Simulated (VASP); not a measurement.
Set up this calculation in VASP 6.6.1, as the native input.

| Property | Result |
| --- | --- |
| Task | single point |
| Functional | LDA |
| Potentials or basis | VASP PAW LDA potentials, release 64 (Mg, O) |
| Cutoff | 520 eV |
| k mesh | 8 × 5 × 1 |
| Occupations | gaussian, width 0.1 eV |
| Spin | no spin polarisation |
| Dipole correction | yes |
| Further INCAR settings | ALGO = Normal; EDIFF = 1e-06; NBANDS = 15 |

The structure of Mg4O lies in POSCAR:

```
Mg4O
1.0
    3.1466128697      0.0000000000      0.0000000000
    0.0000000000      5.0388886589      0.0000000000
    0.0000000000      0.0000000000     20.5846139733
Mg O
4 1
Direct
    0.0000000000      0.7500000000      0.1943198937
    0.5000000000      0.2500000000      0.2384474589
    0.5000000000      0.7500000000      0.3306067122
    0.0000000000      0.2500000000      0.3684603453
    0.3750000000      0.6250000000      0.4214125164
```

These files were run (other wordings do the same):

INCAR

```
SYSTEM = Mg4O
PREC     = Accurate       ! precision mode
ENCUT    = 520            ! plane-wave cutoff, eV
EDIFF    = 1E-6           ! SCF threshold, eV
ISMEAR   = 0              ! smearing method
SIGMA    = 0.1            ! smearing width, eV
LREAL    = .FALSE.        ! projectors in reciprocal space
LASPH    = .TRUE.         ! aspherical terms in the spheres
NELM     = 60             ! most SCF steps
ALGO     = Normal         ! electronic algorithm
ISIF     = 2              ! what is computed and relaxed
LWAVE    = .FALSE.        ! write WAVECAR
LCHARG   = .FALSE.        ! write CHGCAR
LDIPOL   = .TRUE.       
IDIPOL   = 3            
DIPOL    = 0.5 0.5 0.311
GGA      = CA             ! functional
NBANDS   = 15             ! bands
```

KPOINTS

```
Automatic mesh
0
G
  8 5 1
  0 0 0
```

Potentials or basis: VASP PAW LDA potentials, release 64 (Mg, O).

The run is started by

```bash
$ cat potpaw_LDA.64/Mg/POTCAR potpaw_LDA.64/O/POTCAR > POTCAR
$ mpirun -np 1 vasp_std > vasp.out
```

Results of the run:

```
Largest force          : 3.532 eV/Å
Band gap on the k mesh : zero (bands 7 and 8 overlap by 0.48 eV)
```

Run time: 2.9 min on 1 thread of Intel Xeon 6975P-C, on a shared host, peak memory 0.35 GiB.
